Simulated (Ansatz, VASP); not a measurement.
**Two plane-wave programs on Sb**

```
CELL_PARAMETERS angstrom
3.35453 0.00000 0.00000
-1.67727 2.90511 0.00000
0.00000 0.00000 5.47016
ATOMIC_POSITIONS crystal
Sb 0.66667 0.33333 0.75000
Sb 0.33333 0.66667 0.25000
```

Alike in both runs: task single point; functional PBE0; k mesh 4 × 4 × 4; occupations fermi-dirac, width 0.05 eV; no spin polarisation.

|  | VASP | Ansatz |
| --- | --- | --- |
| version | VASP 6.6.1 | Ansatz 0.2.0 |
| potentials or method | VASP PAW PBE potentials, release 64 (Sb) | Ansatz PAW |
| plane-wave cutoff (eV) | 520 | 420 |
| valence electrons in the cell | 10 | 30 |

```csv
,VASP,Ansatz,Ansatz less VASP
gap on the k mesh at the Fermi level (eV),none,none,-
pressure (GPa),-3.2,-1.9,+1.24
"traceless stress, the component that is largest in VASP (GPa)",1.20,1.50,+0.298
```

A gap of «none» marks a metal or a gap that the smearing closes. VASP's potentials hold 10 valence electrons a cell and Ansatz's 30, so a difference there can come from the potentials and not from the codes.

The k mesh is coarse, so the values compare programs but aren't converged. Spin-orbit coupling is off throughout.
